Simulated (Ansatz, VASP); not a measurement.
**One calculation of AgCl, two programs**

Contents of INCAR:

```
SYSTEM = AgCl
PREC     = Accurate       ! precision mode
ENCUT    = 520            ! plane-wave cutoff, eV
EDIFF    = 1E-6           ! SCF threshold, eV
ISMEAR   = -1             ! smearing method
SIGMA    = 0.02           ! smearing width, eV
LREAL    = .False.        ! projectors in reciprocal space
LASPH    = .True.         ! aspherical terms in the spheres
NELM     = 60             ! most SCF steps
ALGO     = Normal         ! electronic algorithm
ISIF     = 2              ! what is computed and relaxed
LWAVE    = .False.        ! write WAVECAR
LCHARG   = .True.         ! write CHGCAR
GGA      = PE             ! functional
LELF     = .True.         ! ELF
LVHAR    = .True.       
NBANDS   = 16             ! bands
```

KPOINTS

```
Automatic mesh
0
Gamma
  8 8 8
  0 0 0
```

Contents of POSCAR:

```
AgCl
1.0
    3.4461823000      0.0505942618      0.0505942618
    0.0505942618      3.4461823000      0.0505942618
    0.0505942618      0.0505942618      3.4461823000
Ag Cl
1 1
Direct
    0.0000000000      0.0000000000      0.0000000000
    0.5000000000      0.5000000000      0.5000000000
```

Input for Ansatz:

```yaml
crystal:
  lattice:
    - [3.4461823, 0.0505942618, 0.0505942618]
    - [0.0505942618, 3.4461823, 0.0505942618]
    - [0.0505942618, 0.0505942618, 3.4461823]
  atoms:
    - { symbol: Ag, position: [0.0, 0.0, 0.0] }
    - { symbol: Cl, position: [0.5, 0.5, 0.5] }
kpoints:
  mp_grid: { grid: [8, 8, 8] }
  band_path:
    path:
      - [0.0, 0.0, 0.0]
      - [0.0, 0.5, 0.0]
      - [0.5, 0.5, 0.0]
      - [0.5, 0.5, 0.5]
      - [0.0, 0.0, 0.5]
    npoints: 1
hamiltonian:
  xc: pbe
scf:
  occupations: { method: fermi_dirac, width: 0.02 }
  n_extra_bands: 4
output:
  forces: true
  stress: true
  eigenvalues: true
```

Change from the starting cell: shear_111 strain +4.5%.

Alike in both runs: task single point; functional PBE; k mesh 8 × 8 × 8; occupations fermi-dirac, width 0.02 eV; no spin polarisation.

|  | VASP | Ansatz |
| --- | --- | --- |
| version | VASP 6.6.1 | Ansatz 0.2.0 |
| potentials or method | VASP PAW PBE potentials, release 64 (Ag, Cl) | plane waves, PAW |
| plane-wave cutoff (eV) | 520 | 420 |
| valence electrons in the cell | 18 | 26 |

VASP gave:

```
pressure (GPa)                                                : -0.7
traceless stress, the component that is largest in VASP (GPa) : 0.36
```

Q: Estimate Ansatz's values.

A: Pressure (GPa): -0.5; traceless stress, the component that is largest in VASP (GPa): 0.35.

VASP's potentials hold 18 valence electrons a cell and Ansatz's 26, so a difference there can come from the potentials and not from the codes.
